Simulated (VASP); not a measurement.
# Fe (Im-3m) in VASP: a series of runs

Runs on Fe. Level: r2SCAN. Tasks: single point.

Everything below comes from runs of VASP 6.6.1. Logs are shortened: lines on timing, memory, paths and dates and some standing lists are left out, and cuts for length are marked.

## Step 1: The cell of the first run

The structure is cubic, space group Im-3m (No. 229). The conventional cell has a = 2.869 Å, b = 2.869 Å, c = 2.869 Å, α = 90.00°, β = 90.00°, γ = 90.00°. Within 3.3 Å of Fe (site symmetry m-3m) lie 14 Fe at 2.48 to 2.87 Å.

## Step 2: Single point, r2SCAN, collinear spin, ferromagnetic start

POSCAR

```
Fe
1.0
   -1.4345540696      1.4345540696      1.4345540696
    1.4345540696     -1.4345540696      1.4345540696
    1.4345540696      1.4345540696     -1.4345540696
Fe
1
Direct
    0.0000000000      0.0000000000      0.0000000000
```

INCAR.step1

```
ALGO     = Normal         # electronic algorithm
EDIFF    = 1E-4           # SCF threshold, eV
ENCUT    = 520            # plane-wave cutoff, eV
GGA      = PE             # functional
ISMEAR   = 1              # smearing method
ISPIN    = 2              # spin polarisation
LASPH    = T              # aspherical terms in the spheres
LCHARG   = F              # write CHGCAR
LMAXMIX  = 4              # l up to which the mixer works
LREAL    = F              # projectors in reciprocal space
LWAVE    = T              # write WAVECAR
MAGMOM   = 2.804          # initial moments
NBANDS   = 14             # bands
NELM     = 150            # most SCF steps
PREC     = Accurate       # precision mode
SIGMA    = 0.01           # smearing width, eV
```

INCAR.step2

```
ALGO     = Normal         # electronic algorithm
EDIFF    = 1E-7           # SCF threshold, eV
ENCUT    = 520            # plane-wave cutoff, eV
ISIF     = 2              # what is computed and relaxed
ISMEAR   = 1              # smearing method
ISPIN    = 2              # spin polarisation
ISTART   = 1            
LASPH    = T              # aspherical terms in the spheres
LCHARG   = F              # write CHGCAR
LMAXMIX  = 4              # l up to which the mixer works
LMIXTAU  = T            
LORBIT   = 11             # projections on sites
LREAL    = F              # projectors in reciprocal space
LWAVE    = F              # write WAVECAR
MAGMOM   = 2.804          # initial moments
METAGGA  = R2SCAN         # meta-GGA
NBANDS   = 14             # bands
NELM     = 150            # most SCF steps
PREC     = Accurate       # precision mode
SIGMA    = 0.01           # smearing width, eV
```

KPOINTS

```
k-points
0
Gamma
  15 15 15
```

Potentials or basis: VASP PAW PBE potentials, release 64 (Fe).

Started as:

```bash
> cat potpaw_PBE.64/Fe/POTCAR > POTCAR
> cp INCAR.step1 INCAR
> mpirun -np 1 vasp_std > vasp.out
> cp INCAR.step2 INCAR
> mpirun -np 1 vasp_std > vasp.out
```

OUTCAR:

```text
EDIFF = 1E-7
   ENCUT = 520
   ISIF = 2
   ISMEAR = 1
   ISPIN = 2
   ISTART = 1
   LASPH = T
   LORBIT = 11
   LREAL = F
   METAGGA = R2SCAN
   NELM = 150
   PREC = Accurate

 ion  position               nearest neighbor table
   1  0.000  0.000  0.000-

  LATTYP: Found a body centered cubic cell.
 ALAT       =     2.8691081392

  Lattice vectors:

 A1 = (  -1.4345540696,   1.4345540696,   1.4345540696)
 A2 = (   1.4345540696,  -1.4345540696,   1.4345540696)
 A3 = (   1.4345540696,   1.4345540696,  -1.4345540696)

Analysis of symmetry for initial positions (statically):
=====================================================================
 Subroutine PRICEL returns:
 Original cell was already a primitive cell.

 Routine SETGRP: Setting up the symmetry group for a
 body centered cubic supercell.

 Subroutine GETGRP returns: Found 48 space group operations
 (whereof 48 operations were pure point group operations)
 out of a pool of 48 trial point group operations.

The static configuration has the point symmetry O_h .

Analysis of symmetry for dynamics (positions and initial velocities):
=====================================================================
 Subroutine PRICEL returns:
 Original cell was already a primitive cell.

 Routine SETGRP: Setting up the symmetry group for a
 body centered cubic supercell.

 Subroutine GETGRP returns: Found 48 space group operations
 (whereof 48 operations were pure point group operations)
 out of a pool of 48 trial point group operations.

The dynamic configuration has the point symmetry O_h .

Analysis of structural, dynamic, and magnetic symmetry:
=====================================================================
 Subroutine PRICEL returns:
 Original cell was already a primitive cell.

 Routine SETGRP: Setting up the symmetry group for a
 body centered cubic supercell.

 Subroutine GETGRP returns: Found 48 space group operations
 (whereof 48 operations were pure point group operations)
 out of a pool of 48 trial point group operations.

The overall configuration has the point symmetry O_h .

 Subroutine INISYM returns: Found 48 space group operations
 (whereof 48 operations are pure point group operations),
 and found     1 'primitive' translations

----------------------------------------------------------------------------------------

                                     Primitive cell

  volume of cell :      11.8089

  direct lattice vectors                    reciprocal lattice vectors
    -1.434554070  1.434554070  1.434554070     0.000000000  0.348540366  0.348540366
     1.434554070 -1.434554070  1.434554070     0.348540366  0.000000000  0.348540366
     1.434554070  1.434554070 -1.434554070     0.348540366  0.348540366  0.000000000

  length of vectors
     2.484720535  2.484720535  2.484720535     0.492910512  0.492910512  0.492910512

  position of ions in fractional coordinates (direct lattice)
     0.000000000  0.000000000  0.000000000

  ion indices of the primitive-cell ions
   primitive index   ion index
                 1           1

----------------------------------------------------------------------------------------

 KPOINTS: k-points

Automatic generation of k-mesh.
 Grid dimensions read from file:
 generate k-points for:   15   15   15

 Generating k-lattice:

  Cartesian coordinates                     Fractional coordinates (reciprocal lattice)
     0.000000000  0.023236024  0.023236024     0.066666667  0.000000000  0.000000000
     0.023236024  0.000000000  0.023236024     0.000000000  0.066666667  0.000000000
     0.023236024  0.023236024  0.000000000     0.000000000  0.000000000  0.066666667

  Length of vectors
     0.032860701  0.032860701  0.032860701

  Shift w.r.t. Gamma in fractional coordinates (k-lattice)
     0.000000000  0.000000000  0.000000000

 Subroutine IBZKPT returns following result:
 ===========================================

 Found    120 irreducible k-points:

 Following reciprocal coordinates:
            Coordinates               Weight
  0.000000  0.000000  0.000000      1.000000
  0.066667  0.000000  0.000000     12.000000
  0.133333  0.000000  0.000000     12.000000
  0.200000  0.000000  0.000000     12.000000
  0.266667  0.000000  0.000000     12.000000
  0.333333  0.000000  0.000000     12.000000
[... 16 lines left out ...]
  0.333333  0.200000  0.000000     48.000000
  0.400000  0.200000  0.000000     24.000000
 [... further k-points ...]
   k-points           NKPTS =    120   k-points in BZ     NKDIM =    120   number of bands    NBANDS=     14
   number of dos      NEDOS =    301   number of ions     NIONS =      1
   total plane-waves  NPLWV =   5832
   dimension x,y,z NGX =    18 NGY =   18 NGZ =   18
   dimension x,y,z NGXF=    36 NGYF=   36 NGZF=   36
   ions per type =               1
   NGX,Y,Z   is equivalent  to a cutoff of  12.04, 12.04, 12.04 a.u.
   NGXF,Y,Z  is equivalent  to a cutoff of  24.09, 24.09, 24.09 a.u.
 SYSTEM =  unknown system
   PREC   = accura    normal or accurate (medium, high low for compatibility)
   ISTART =      1    job   : 0-new  1-cont  2-samecut
   ICHARG =      0    charge: 1-file 2-atom 10-const
   ISPIN  =      2    spin polarized calculation?
   LNONCOLLINEAR =      F non collinear calculations
   LSORBIT =      F    spin-orbit coupling
   LASPH  =      T    aspherical Exc in radial PAW
   ENCUT  =  520.0 eV  38.22 Ry    6.18 a.u.   4.62  4.62  4.62*2*pi/ulx,y,z
   NELM   =    150;   NELMIN=  2; NELMDL=  0     # of ELM steps
   EDIFF  = 0.1E-06   stopping-criterion for ELM
   LREAL  =      F    real-space projection
   EDIFFG = 0.1E-05   stopping-criterion for IOM
   NSW    =      0    number of steps for IOM
   IBRION =     -1    ionic relax: 0-MD 1-quasi-New 2-CG
   NFREE  =      0    steps in history (QN), initial steepest desc. (CG)
   ISIF   =      2    stress and relaxation
   ISYM   =      2    0-nonsym 1-usesym 2-fastsym
   POTIM  = 0.5000    time-step for ionic-motion
   TEBEG  =    0.0;   TEEND  =   0.0 temperature during run
   PSTRESS=    0.0 pullay stress
   NELECT =       8.0000    total number of electrons
   NUPDOWN=      -1.0000    fix difference up-down
   EMIN   =  10.00;   EMAX   =-10.00  energy-range for DOS
   EFERMI =   0.00;   METHOD = LEGACY
   ISMEAR =     1;   SIGMA  =   0.01  broadening in eV -4-tet -1-fermi 0-gaus
   EFERMI_NEDOS =   21; number of points for ismear=-14 and -15
   IALGO  =     38    algorithm
   IMIX   =      4    mixing-type and parameters
     AMIX     =   0.40;   BMIX     =  1.00
     AMIX_MAG =   1.60;   BMIX_MAG =  1.00
  volume/ion in A,a.u.               =      11.81        79.69
  Fermi-wavevector in a.u.,A,eV,Ry     =   1.437809  2.717065 28.127258  2.067295
  Thomas-Fermi vector in A             =   2.556846
   LORBIT       =     11    0 simple, 1 ext, 2 COOP (PROOUT), +10 PAW based schemes
   METAGGA = R2SCAN    functional components
   LHFCALC =     F    Hartree Fock is set to
   AEXX    =    0.0000 exact exchange contribution
   IVDW    =     0    specifies the selected vdW correction
   LEPSILON=     F    determine dielectric tensor
   LRPA    =     F    only Hartree local field effects (RPA)
 spin polarized calculation
 Methfessel and Paxton  Order N= 1 SIGMA  =   0.01
  energy-cutoff  :      520.00
  volume of cell :       11.81
 maximum number of plane-waves:       333
   NGX =  9   NGY =  9   NGZ =  9

 number of electron       7.9999996 magnetization       2.6748935

 Free energy of the ion-electron system (eV)
  ---------------------------------------------------
  ext. energy  EPLUGINS =         0.00000000
  ---------------------------------------------------
  free energy    TOTEN  =       -14.35998930 eV

  energy without entropy =      -14.35998510  energy(sigma->0) =      -14.35998790

 E-fermi :   5.4527     XC(G=0): -13.9998

 val. band max:        5.4486725873   @ k =   0.1333   0.0667   0.0000
 cond. band min:       5.4611600309   @ k =  -0.2667   0.2667   0.2667
 fundamental gap:      0.0124874436
 Fermi energy:         5.4526582955

 spin component 1

 k-point     1 :       0.0000    0.0000    0.0000
  band No.  band energies     occupation
      1      -3.0322      1.00000
      2       2.3628      1.00000
      3       2.3629      1.00000
      4       2.3629      1.00000
      5       3.5716      1.00000
      6       3.5716      1.00000
      7      31.0502      0.00000
      8      31.0503      0.00000
      9      31.0503      0.00000
     10      35.8709      0.00000
     11      35.8709      0.00000
     12      37.5118      0.00000
     13      37.5118      0.00000
     14      37.5125      0.00000
[... 375 lines left out ...]
 k-point    24 :       0.4000    0.2000    0.0000
  band No.  band energies     occupation
      1       0.7425      1.00000
      2       1.5041      1.00000
      3       2.6004      1.00000
      4       3.6022      1.00000
      5       4.0807      1.00000
      6       8.9920      0.00000
      7      12.5619      0.00000
      8      18.0587      0.00000
      9      24.7032      0.00000
     10      31.8323      0.00000
     11      36.6706      0.00000
     12      39.5056      0.00000
     13      43.3739      0.00000
     14      49.9996      0.00000

 [... further k-points ...]

 spin component 2

 k-point     1 :       0.0000    0.0000    0.0000
  band No.  band energies     occupation
      1      -3.6468      1.00000
      2       5.8329      0.00000
      3       5.8329      0.00000
      4       5.8329      0.00000
      5       8.0120      0.00000
      6       8.0120      0.00000
      7      30.6948      0.00000
      8      30.6949      0.00000
      9      30.6949      0.00000
     10      36.4675      0.00000
     11      36.4675      0.00000
     12      39.3095      0.00000
     13      39.3096      0.00000
     14      39.3100      0.00000
[... 375 lines left out ...]
 k-point    24 :       0.4000    0.2000    0.0000
  band No.  band energies     occupation
      1       2.8436      1.00000
      2       4.3548      1.00000
      3       4.4896      1.00000
      4       7.7981      0.00000
      5       8.2954      0.00000
      6      10.8760      0.00000
      7      14.5866      0.00000
      8      19.1192      0.00000
      9      25.7141      0.00000
     10      32.4716      0.00000
     11      37.2639      0.00000
     12      40.9840      0.00000
     13      45.5611      0.00000
     14      50.8826      0.00000

 [... further k-points ...]
[... 5 lines left out ...]
  --------------------------------------------------------------------------------------
  -------------------------------------------------------------------------------------
  Total       -0.0191772     -0.0191772     -0.0191772      0.0000000      0.0000000      0.0000000
  in kB       -2.6018698     -2.6018698     -2.6018698      0.0000000      0.0000000      0.0000000
  external PRESSURE =      -2.6018698 kB  Pullay stress =       0.0000000 kB

 VOLUME and BASIS-vectors are now :
 -----------------------------------------------------------------------------
  energy-cutoff  :      520.00
  volume of cell :       11.81
      direct lattice vectors                 reciprocal lattice vectors
    -1.434554070  1.434554070  1.434554070     0.000000000  0.348540366  0.348540366
     1.434554070 -1.434554070  1.434554070     0.348540366  0.000000000  0.348540366
     1.434554070  1.434554070 -1.434554070     0.348540366  0.348540366  0.000000000

 POSITION                                       TOTAL-FORCE (eV/Angst)
 -----------------------------------------------------------------------------------
      0.00000      0.00000      0.00000         0.000000      0.000000      0.000000
 -----------------------------------------------------------------------------------
    total drift:                                0.000000      0.000000      0.000000

  FREE ENERGIE OF THE ION-ELECTRON SYSTEM (eV)
  ---------------------------------------------------
  free  energy   TOTEN  =       -14.3599893035 eV

  energy  without entropy=      -14.3599851030  energy(sigma->0) =      -14.35998790

 total charge

# of ion       s       p       d       tot
------------------------------------------
    1        0.478   0.549   6.165   7.192

 magnetization (x)

# of ion       s       p       d       tot
------------------------------------------
    1       -0.011  -0.116   2.871   2.744
```

It took 2.5 min on 1 thread of Intel Xeon Platinum 8259CL at 2.50GHz (Skylake/Cascade Lake), shared host; peak memory 0.15 GiB.

What came out:

```yaml
Free_energy: -14.3600 eV
Pressure: -0.3 GPa
Net_moment: 2.67 μB per cell
Site_moments: Fe +2.74 μB
Valence_electrons_inside_the_program's_atomic_spheres: Fe 7.19
```

Caveat: the PAW data sets were made with another functional, which shifts forces and pressure a little.

## Step 3: Single point, r2SCAN, collinear spin, ferromagnetic start

POSCAR is that of step 2.

INCAR.step1

```
SYSTEM = Fe
  ALGO = Normal
  EDIFF = 1E-4
  ENCUT = 520
  GGA = PE
  ISMEAR = 1
  ISPIN = 2
  LASPH = .TRUE.
  LCHARG = .FALSE.
  LMAXMIX = 4
  LREAL = .FALSE.
  LWAVE = .TRUE.
  MAGMOM = 2.804
  NBANDS = 14
  NELM = 150
  PREC = Accurate
  SIGMA = 0.03
```

INCAR.step2

```
SYSTEM = Fe
  ALGO = Normal
  EDIFF = 1E-7
  ENCUT = 520
  ISIF = 2
  ISMEAR = 1
  ISPIN = 2
  ISTART = 1
  LASPH = .TRUE.
  LCHARG = .TRUE.
  LELF = .TRUE.
  LMAXMIX = 4
  LMIXTAU = .TRUE.
  LORBIT = 11
  LREAL = .FALSE.
  LVHAR = .TRUE.
  LWAVE = .FALSE.
  MAGMOM = 2.804
  METAGGA = R2SCAN
  NBANDS = 14
  NELM = 150
  PREC = Accurate
  SIGMA = 0.03
```

KPOINTS

```
k-points
0
G
  15 15 15
  0 0 0
```

Potentials or basis: VASP PAW PBE potentials, release 64 (Fe).

Started as:

```bash
> cat potpaw_PBE.64/Fe/POTCAR > POTCAR
> cp INCAR.step1 INCAR
> mpirun -np 1 vasp_std > vasp.out
> cp INCAR.step2 INCAR
> mpirun -np 1 vasp_std > vasp.out
```

OUTCAR:

```text
SYSTEM = Fe
   EDIFF = 1E-7
   ENCUT = 520
   ISIF = 2
   ISMEAR = 1
   ISPIN = 2
   ISTART = 1
   LASPH = .TRUE.
   LORBIT = 11
   LREAL = .FALSE.
   METAGGA = R2SCAN
   NELM = 150
   PREC = Accurate

 ion  position               nearest neighbor table
   1  0.000  0.000  0.000-

  LATTYP: Found a body centered cubic cell.
 ALAT       =     2.8691081392

  Lattice vectors:

 A1 = (  -1.4345540696,   1.4345540696,   1.4345540696)
 A2 = (   1.4345540696,  -1.4345540696,   1.4345540696)
 A3 = (   1.4345540696,   1.4345540696,  -1.4345540696)

Analysis of symmetry for initial positions (statically):
=====================================================================
 Subroutine PRICEL returns:
 Original cell was already a primitive cell.

 Routine SETGRP: Setting up the symmetry group for a
 body centered cubic supercell.

 Subroutine GETGRP returns: Found 48 space group operations
 (whereof 48 operations were pure point group operations)
 out of a pool of 48 trial point group operations.

[... 606 lines left out ...]
     10      36.4671      0.00000
     11      36.4671      0.00000
     12      39.3113      0.00000
     13      39.3113      0.00000
     14      39.3117      0.00000
[... 379 lines left out ...]
      3       4.4901      1.00000
      4       7.7981      0.00000
      5       8.2955      0.00000
      6      10.8768      0.00000
      7      14.5874      0.00000
      8      19.1198      0.00000
      9      25.7148      0.00000
     10      32.4722      0.00000
     11      37.2646      0.00000
     12      40.9848      0.00000
     13      45.5615      0.00000
     14      50.8833      0.00000

 [... further k-points ...]

------------------------ aborting loop because EDIFF is reached ----------------------------------------

  FORCE on cell =-STRESS in cart. coord.  units (eV):
  Direction    XX          YY          ZZ          XY          YZ          ZX
  --------------------------------------------------------------------------------------
  -------------------------------------------------------------------------------------
  Total       -0.0154490     -0.0154490     -0.0154490      0.0000000      0.0000000      0.0000000
  in kB       -2.0960461     -2.0960461     -2.0960461      0.0000000      0.0000000      0.0000000
  external PRESSURE =      -2.0960461 kB  Pullay stress =       0.0000000 kB

 VOLUME and BASIS-vectors are now :
 -----------------------------------------------------------------------------
  energy-cutoff  :      520.00
  volume of cell :       11.81
      direct lattice vectors                 reciprocal lattice vectors
    -1.434554070  1.434554070  1.434554070     0.000000000  0.348540366  0.348540366
     1.434554070 -1.434554070  1.434554070     0.348540366  0.000000000  0.348540366
     1.434554070  1.434554070 -1.434554070     0.348540366  0.348540366  0.000000000

 POSITION                                       TOTAL-FORCE (eV/Angst)
 -----------------------------------------------------------------------------------
      0.00000      0.00000      0.00000        -0.000000      0.000000     -0.000000
 -----------------------------------------------------------------------------------
    total drift:                                0.000000      0.000000      0.000000

  FREE ENERGIE OF THE ION-ELECTRON SYSTEM (eV)
  ---------------------------------------------------
  free  energy   TOTEN  =       -14.3599935191 eV

  energy  without entropy=      -14.3600047174  energy(sigma->0) =      -14.35999725

 total charge

# of ion       s       p       d       tot
------------------------------------------
    1        0.478   0.550   6.164   7.192

 magnetization (x)

# of ion       s       p       d       tot
------------------------------------------
    1       -0.011  -0.115   2.873   2.746
```

It took 2.6 min on 1 thread of Intel Xeon Platinum 8259CL at 2.50GHz (Skylake/Cascade Lake), shared host; peak memory 0.15 GiB.

What came out:

```yaml
Free_energy: -14.3600 eV
Pressure: -0.2 GPa
Net_moment: 2.68 μB per cell
Site_moments: Fe +2.75 μB
Valence_electrons_inside_the_program's_atomic_spheres: Fe 7.19
```

Caveat: the PAW data sets were made with another functional, which shifts forces and pressure a little.

(Part 1 of 2 ends here.)
